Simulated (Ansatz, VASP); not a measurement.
## Ca: VASP beside Ansatz

```
Ca
1.0
     0.00000    2.75644    2.75644
     2.75644    0.00000    2.75644
     2.75644    2.75644    0.00000
Ca
1
Direct
  0.00000 0.00000 0.00000
```

Change from the starting cell: volume scaled by 0.96, crystal datasets.

Alike in both runs: task electric field gradients; functional PBEsol; k mesh 11 × 11 × 11; occupations fermi-dirac, width 0.05 eV; no spin polarisation.

|  | VASP | Ansatz |
| --- | --- | --- |
| version | VASP 6.6.1 | Ansatz 0.2.0 |
| potentials or method | VASP PAW PBE potentials, release 64 (Ca_sv), cutoff 520 eV | all-electron PAW with datasets made for the crystal, scalar-relativistic |

|  | VASP | Ansatz | Ansatz less VASP |
| --- | --- | --- | --- |
| pressure (GPa) | -0.5 | -0.5 | -0.01 |

VASP's potentials were made for PBE, not for PBEsol. Ansatz ran all-electron here, and VASP with PAW potentials.
